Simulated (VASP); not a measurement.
# BaMo6 (Pm-3m) in VASP: single point with PBE

Aim: the single point of BaMo6 with PBE.

All numbers are computed with VASP 6.6.1; they aren't measurements. Logs are shortened: lines on timing, memory, paths and dates and some standing lists are left out, and cuts for length are marked.

### Step 1. The cell of the first run

Symmetry: Pm-3m, No. 221, cubic system. The conventional cell has a = 5.967 Å, b = 5.967 Å, c = 5.967 Å, α = 90.00°, β = 90.00°, γ = 90.00°. Ba (site symmetry m-3m) has 24 Mo at 4.36 Å within 5.7 Å. Within 2.9 Å of Mo (site symmetry 4mm) lie 5 Mo at 2.16 to 2.69 Å.

The cell was built from a structure type or drawn by symmetry, and may not be a known phase.

### Step 2. Single point, PBE

INCAR

```
SYSTEM = BaMo6
ALGO     = Fast           ! electronic algorithm
EDIFF    = 1E-6           ! SCF threshold, eV
ENCUT    = 520            ! plane-wave cutoff, eV
GGA      = PE             ! functional
ISIF     = 2              ! what is computed and relaxed
ISMEAR   = 0              ! smearing method
LASPH    = .True.         ! aspherical terms in the spheres
LCHARG   = .False.        ! write CHGCAR
LREAL    = .False.        ! projectors in reciprocal space
LWAVE    = .False.        ! write WAVECAR
NBANDS   = 56             ! bands
NELM     = 100            ! most SCF steps
PREC     = Accurate       ! precision mode
SIGMA    = 0.1            ! smearing width, eV
```

KPOINTS

```
k-points
0
Gamma
  6 6 6
  0 0 0
```

POSCAR

```
BaMo6
1.0
    5.9669922791      0.0000000000      0.0000000000
    0.0000000000      5.9669922791      0.0000000000
    0.0000000000      0.0000000000      5.9669922791
Ba Mo
1 6
Direct
    0.0000000000      0.0000000000      0.0000000000
    0.1811740165      0.5000000000      0.5000000000
    0.5000000000      0.1811740165      0.5000000000
    0.8188259835      0.5000000000      0.5000000000
    0.5000000000      0.8188259835      0.5000000000
    0.5000000000      0.5000000000      0.1811740165
    0.5000000000      0.5000000000      0.8188259835
```

Potentials or basis: VASP PAW PBE potentials, release 64 (Ba_sv, Mo_sv).

Run with:

```bash
$ cat potpaw_PBE.64/Ba_sv/POTCAR potpaw_PBE.64/Mo_sv/POTCAR > POTCAR
$ mpirun -np 1 vasp_std > vasp.out
```

OUTCAR:

```text
SYSTEM = BaMo6
   EDIFF = 1E-6
   ENCUT = 520
   GGA = PE
   ISIF = 2
   ISMEAR = 0
   LASPH = .True.
   LREAL = .False.
   NELM = 100
   PREC = Accurate

 ion  position               nearest neighbor table
   1  0.000  0.000  0.000-
   2  0.181  0.500  0.500-   4 2.16   3 2.69   5 2.69   6 2.69   7 2.69
   3  0.500  0.181  0.500-   5 2.16   4 2.69   2 2.69   6 2.69   7 2.69
   4  0.819  0.500  0.500-   2 2.16   3 2.69   5 2.69   6 2.69   7 2.69
   5  0.500  0.819  0.500-   3 2.16   2 2.69   4 2.69   6 2.69   7 2.69
   6  0.500  0.500  0.181-   7 2.16   3 2.69   4 2.69   5 2.69   2 2.69
   7  0.500  0.500  0.819-   6 2.16   3 2.69   4 2.69   5 2.69   2 2.69

  LATTYP: Found a simple cubic cell.
 ALAT       =     5.9669922791

  Lattice vectors:

 A1 = (   5.9669922791,   0.0000000000,   0.0000000000)
 A2 = (   0.0000000000,   5.9669922791,   0.0000000000)
 A3 = (   0.0000000000,   0.0000000000,   5.9669922791)

Analysis of symmetry for initial positions (statically):
=====================================================================
 Subroutine PRICEL returns:
 Original cell was already a primitive cell.

 Routine SETGRP: Setting up the symmetry group for a
 simple cubic supercell.

 Subroutine GETGRP returns: Found 48 space group operations
 (whereof 48 operations were pure point group operations)
 out of a pool of 48 trial point group operations.

The static configuration has the point symmetry O_h .

Analysis of symmetry for dynamics (positions and initial velocities):
=====================================================================
 Subroutine PRICEL returns:
 Original cell was already a primitive cell.

 Routine SETGRP: Setting up the symmetry group for a
 simple cubic supercell.

 Subroutine GETGRP returns: Found 48 space group operations
 (whereof 48 operations were pure point group operations)
 out of a pool of 48 trial point group operations.

The dynamic configuration has the point symmetry O_h .

 Subroutine INISYM returns: Found 48 space group operations
 (whereof 48 operations are pure point group operations),
 and found     1 'primitive' translations

----------------------------------------------------------------------------------------

                                     Primitive cell

  volume of cell :     212.4547

  direct lattice vectors                    reciprocal lattice vectors
     5.966992279  0.000000000  0.000000000     0.167588620  0.000000000  0.000000000
     0.000000000  5.966992279  0.000000000     0.000000000  0.167588620  0.000000000
     0.000000000  0.000000000  5.966992279     0.000000000  0.000000000  0.167588620

  length of vectors
     5.966992279  5.966992279  5.966992279     0.167588620  0.167588620  0.167588620

  position of ions in fractional coordinates (direct lattice)
     0.000000000  0.000000000  0.000000000
     0.181174017  0.500000000  0.500000000
     0.500000000  0.181174017  0.500000000
     0.818825983  0.500000000  0.500000000
     0.500000000  0.818825983  0.500000000
     0.500000000  0.500000000  0.181174017
     0.500000000  0.500000000  0.818825983

  ion indices of the primitive-cell ions
   primitive index   ion index
                 1           1
                 2           2
                 3           3
                 4           4
                 5           5
                 6           6
                 7           7

----------------------------------------------------------------------------------------

 KPOINTS: k-points

Automatic generation of k-mesh.
 Grid dimensions read from file:
 generate k-points for:    6    6    6

 Generating k-lattice:

  Cartesian coordinates                     Fractional coordinates (reciprocal lattice)
     0.027931437  0.000000000  0.000000000     0.166666667  0.000000000  0.000000000
     0.000000000  0.027931437  0.000000000     0.000000000  0.166666667  0.000000000
     0.000000000  0.000000000  0.027931437     0.000000000  0.000000000  0.166666667

  Length of vectors
     0.027931437  0.027931437  0.027931437

  Shift w.r.t. Gamma in fractional coordinates (k-lattice)
     0.000000000  0.000000000  0.000000000

 Subroutine IBZKPT returns following result:
 ===========================================

 Found     20 irreducible k-points:

 Following reciprocal coordinates:
            Coordinates               Weight
  0.000000  0.000000  0.000000      1.000000
  0.166667  0.000000  0.000000      6.000000
  0.333333  0.000000  0.000000      6.000000
  0.500000  0.000000  0.000000      3.000000
  0.166667  0.166667  0.000000     12.000000
  0.333333  0.166667  0.000000     24.000000
[... 12 lines left out ...]
  0.500000  0.500000  0.333333      6.000000
  0.500000  0.500000  0.500000      1.000000
   k-points           NKPTS =     20   k-points in BZ     NKDIM =     20   number of bands    NBANDS=     56
   number of dos      NEDOS =    301   number of ions     NIONS =      7
   total plane-waves  NPLWV = 110592
   dimension x,y,z NGX =    48 NGY =   48 NGZ =   48
   dimension x,y,z NGXF=    96 NGYF=   96 NGZF=   96
   ions per type =               1   6
   NGX,Y,Z   is equivalent  to a cutoff of  13.37, 13.37, 13.37 a.u.
   NGXF,Y,Z  is equivalent  to a cutoff of  26.75, 26.75, 26.75 a.u.
 SYSTEM =  BaMo6
   PREC   = accura    normal or accurate (medium, high low for compatibility)
   ISTART =      0    job   : 0-new  1-cont  2-samecut
   ICHARG =      2    charge: 1-file 2-atom 10-const
   ISPIN  =      1    spin polarized calculation?
   LNONCOLLINEAR =      F non collinear calculations
   LSORBIT =      F    spin-orbit coupling
   LASPH  =      T    aspherical Exc in radial PAW
   ENCUT  =  520.0 eV  38.22 Ry    6.18 a.u.  11.09 11.09 11.09*2*pi/ulx,y,z
   NELM   =    100;   NELMIN=  2; NELMDL= -5     # of ELM steps
   EDIFF  = 0.1E-05   stopping-criterion for ELM
   LREAL  =      F    real-space projection
   EDIFFG = 0.1E-04   stopping-criterion for IOM
   NSW    =      0    number of steps for IOM
   IBRION =     -1    ionic relax: 0-MD 1-quasi-New 2-CG
   NFREE  =      0    steps in history (QN), initial steepest desc. (CG)
   ISIF   =      2    stress and relaxation
   ISYM   =      2    0-nonsym 1-usesym 2-fastsym
   POTIM  = 0.5000    time-step for ionic-motion
   TEBEG  =    0.0;   TEEND  =   0.0 temperature during run
   PSTRESS=    0.0 pullay stress
   NELECT =      94.0000    total number of electrons
   NUPDOWN=      -1.0000    fix difference up-down
   EMIN   =  10.00;   EMAX   =-10.00  energy-range for DOS
   EFERMI =   0.00;   METHOD = LEGACY
   ISMEAR =     0;   SIGMA  =   0.10  broadening in eV -4-tet -1-fermi 0-gaus
   EFERMI_NEDOS =   21; number of points for ismear=-14 and -15
   IALGO  =     68    algorithm
   IMIX   =      4    mixing-type and parameters
     AMIX     =   0.40;   BMIX     =  1.00
     AMIX_MAG =   1.60;   BMIX_MAG =  1.00
  volume/ion in A,a.u.               =      30.35       204.82
  Fermi-wavevector in a.u.,A,eV,Ry     =   1.247466  2.357368 21.172990  1.556171
  Thomas-Fermi vector in A             =   2.381597
   LORBIT       =      0    0 simple, 1 ext, 2 COOP (PROOUT), +10 PAW based schemes
   GGA     = PE    functional components
   LHFCALC =     F    Hartree Fock is set to
   AEXX    =    0.0000 exact exchange contribution
   IVDW    =     0    specifies the selected vdW correction
   LEPSILON=     F    determine dielectric tensor
   LRPA    =     F    only Hartree local field effects (RPA)
 non-spin polarized calculation
 RMM-DIIS sequential band-by-band and
 Gauss-broadening in eV      SIGMA  =   0.10
  energy-cutoff  :      520.00
  volume of cell :      212.45
 maximum number of plane-waves:      5832
 NGX is ok and might be reduce to    48
   NGX = 23   NGY = 23   NGZ = 23

 number of electron      94.0000008 magnetization

 Free energy of the ion-electron system (eV)
  ---------------------------------------------------
  ext. energy  EPLUGINS =         0.00000000
  ---------------------------------------------------
  free energy    TOTEN  =       -55.49768756 eV

  energy without entropy =      -55.40710329  energy(sigma->0) =      -55.45239542

 E-fermi :   4.3029     XC(G=0):  -9.4340

 val. band max:        4.3014174862   @ k =   0.5000   0.0000   0.0000
 cond. band min:       4.3055002884   @ k =   0.5000   0.3333   0.3333
 fundamental gap:      0.0040828022
 Fermi energy:         4.3029362015

 k-point     1 :       0.0000    0.0000    0.0000
  band No.  band energies     occupation
      1     -56.2686      2.00000
      2     -56.0838      2.00000
      3     -56.0838      2.00000
      4     -55.5444      2.00000
      5     -55.5444      2.00000
      6     -55.5444      2.00000
[... 48 lines left out ...]
     55       6.5463      0.00000
     56       6.6384      0.00000

 k-point     2 :       0.1667    0.0000    0.0000
  band No.  band energies     occupation
      1     -56.2597      2.00000
      2     -56.0958      2.00000
      3     -56.0838      2.00000
      4     -55.5444      2.00000
      5     -55.5444      2.00000
      6     -55.5413      2.00000
[... 48 lines left out ...]
     55       6.8067      0.00000
     56       6.8589      0.00000

 k-point     3 :       0.3333    0.0000    0.0000
  band No.  band energies     occupation
      1     -56.2368      2.00000
      2     -56.1247      2.00000
      3     -56.0838      2.00000
      4     -55.5444      2.00000
      5     -55.5444      2.00000
      6     -55.5353      2.00000
[... 936 lines left out ...]
 k-point    19 :       0.5000    0.5000    0.3333
  band No.  band energies     occupation
      1     -56.1491      2.00000
      2     -56.1450      2.00000
      3     -56.1450      2.00000
      4     -55.6667      2.00000
      5     -55.4873      2.00000
      6     -55.4763      2.00000
[... 48 lines left out ...]
     55       6.7619      0.00000
     56       6.7649      0.00000

 k-point    20 :       0.5000    0.5000    0.5000
  band No.  band energies     occupation
      1     -56.1450      2.00000
      2     -56.1450      2.00000
      3     -56.1450      2.00000
      4     -55.6819      2.00000
      5     -55.4763      2.00000
      6     -55.4763      2.00000
[... 48 lines left out ...]
     55       6.6145      0.00000
     56       6.6224      0.00000

------------------------ aborting loop because EDIFF is reached ----------------------------------------

  FORCE on cell =-STRESS in cart. coord.  units (eV):
  Direction    XX          YY          ZZ          XY          YZ          ZX
  --------------------------------------------------------------------------------------
  -------------------------------------------------------------------------------------
  Total        0.7073119      0.7073119      0.7073119     -0.0000000      0.0000000     -0.0000000
  in kB        5.3340258      5.3340258      5.3340258     -0.0000000      0.0000000     -0.0000000
  external PRESSURE =       5.3340258 kB  Pullay stress =       0.0000000 kB

 VOLUME and BASIS-vectors are now :
 -----------------------------------------------------------------------------
  energy-cutoff  :      520.00
  volume of cell :      212.45
      direct lattice vectors                 reciprocal lattice vectors
     5.966992279  0.000000000  0.000000000     0.167588620  0.000000000  0.000000000
     0.000000000  5.966992279  0.000000000     0.000000000  0.167588620  0.000000000
     0.000000000  0.000000000  5.966992279     0.000000000  0.000000000  0.167588620

 POSITION                                       TOTAL-FORCE (eV/Angst)
 -----------------------------------------------------------------------------------
      0.00000      0.00000      0.00000         0.000000     -0.000000      0.000000
      1.08106      2.98350      2.98350         0.306341      0.000000      0.000000
      2.98350      1.08106      2.98350         0.000000      0.306341      0.000000
      4.88593      2.98350      2.98350        -0.306341     -0.000000     -0.000000
      2.98350      4.88593      2.98350        -0.000000     -0.306341     -0.000000
      2.98350      2.98350      1.08106         0.000000     -0.000000      0.306341
      2.98350      2.98350      4.88593        -0.000000      0.000000     -0.306341
 -----------------------------------------------------------------------------------
    total drift:                                0.000000     -0.000000     -0.000000

  FREE ENERGIE OF THE ION-ELECTRON SYSTEM (eV)
  ---------------------------------------------------
  free  energy   TOTEN  =       -55.4976875561 eV

  energy  without entropy=      -55.4071032929  energy(sigma->0) =      -55.45239542
```

Run time: 5.8 min. Hardware: 1 thread of Intel Xeon Platinum 8375C at 2.90GHz (Ice Lake), shared host; peak memory 0.44 GiB.

What came out:

```yaml
Free_energy: -55.4977 eV
Pressure: 0.5 GPa
Largest_force: 0.306 eV/Å
Band_gap_on_the_k_mesh: zero (bands 47 and 48 overlap by 0.81 eV)
```

Forces in eV/Å, atoms in the order of the input:
```
Ba   0.000  0.000  0.000
Mo   0.306  0.000  0.000
Mo   0.000  0.306  0.000
Mo  -0.306  0.000  0.000
Mo   0.000 -0.306  0.000
Mo   0.000  0.000  0.306
Mo   0.000  0.000 -0.306
```

Levels at points of the mesh, in eV from the Fermi level:
```csv
k point,band 44,band 45,band 46,band 47,band 48,band 49,band 50,band 51
"(0.00, 0.00, 0.00)",-0.14,0.47,0.47,0.47,0.88,0.88,0.88,1.03
"(0.50, 0.00, 0.00)",-0.49,-0.49,-0.10,0.00,0.00,0.53,0.53,1.61
"(0.50, 0.50, 0.00)",-0.46,-0.44,-0.44,-0.35,0.18,0.18,0.47,1.04
"(0.50, 0.50, 0.50)",-0.37,-0.37,-0.33,-0.33,-0.33,0.13,0.13,0.13
```

Caveat: spin-orbit coupling is left out, which moves the levels of the heavy elements.
